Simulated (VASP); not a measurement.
Write the native input for VASP 6.6.1 that does the following.

- Task: single point
- Functional: r2SCAN
- Potentials or basis: VASP PAW PBE potentials, release 64 (Al, C)
- Cutoff: 520 eV
- k mesh: 9 × 9 × 1
- Occupations: gaussian, width 0.1 eV
- Spin: no spin polarisation
- Dipole correction: yes
- Further INCAR settings: ALGO = Normal; EDIFF = 1e-06; NBANDS = 14

Al3C, a slab with vacuum:

```xyz
4
Lattice="2.8228 0.0000 0.0000 0.0000 2.8228 0.0000 0.0000 0.0000 19.6007" Properties=species:S:1:pos:R:3 pbc="T T T"
Al    1.4114    1.4114    4.0000
Al    0.0000    0.0000    6.0501
Al    1.4114    1.4114    8.1007
C     1.4114    1.8818    9.9831
```

These files were run (other wordings do the same):

POSCAR

```
Al3C
1.0
    2.8227735243      0.0000000000      0.0000000000
    0.0000000000      2.8227735243      0.0000000000
    0.0000000000      0.0000000000     19.6006972839
Al C
3 1
Direct
    0.5000000000      0.5000000000      0.2040743726
    0.0000000000      0.0000000000      0.3086652018
    0.5000000000      0.5000000000      0.4132861789
    0.5000000000      0.6666666667      0.5093245593
```

INCAR.step1

```
PREC = Accurate
ENCUT = 520
ISMEAR = 0
SIGMA = 0.1
LREAL = F
LASPH = T
NELM = 60
LDIPOL = T
IDIPOL = 3
DIPOL = 0.5 0.5 0.359
NBANDS = 14
GGA = PE
ALGO = Normal
EDIFF = 1E-4
LWAVE = T
LCHARG = F
```

INCAR.step2

```
PREC = Accurate
ENCUT = 520
EDIFF = 1E-6
ISMEAR = 0
SIGMA = 0.1
LREAL = F
LASPH = T
NELM = 60
ALGO = Normal
ISIF = 2
LWAVE = F
LCHARG = F
LDIPOL = T
IDIPOL = 3
DIPOL = 0.5 0.5 0.359
METAGGA = R2SCAN
LMIXTAU = T
NBANDS = 14
ISTART = 1
```

KPOINTS

```
Automatic mesh
0
Gamma
  9 9 1
```

Potentials or basis: VASP PAW PBE potentials, release 64 (Al, C).

Command:

```sh
$ cat potpaw_PBE.64/Al/POTCAR potpaw_PBE.64/C/POTCAR > POTCAR
$ cp INCAR.step1 INCAR
$ mpirun -np 1 vasp_std > vasp.out
$ cp INCAR.step2 INCAR
$ mpirun -np 1 vasp_std > vasp.out
```

Results of the run:

The largest force is 0.610 eV/Å.

Caveat: the PAW data sets were made with another functional, which shifts forces and pressure a little.

Wall time 2.4 min on 1 thread of Intel(R) Xeon(R) 6975P-C (Granite Rapids) (shared host), peak memory 0.32 GiB.
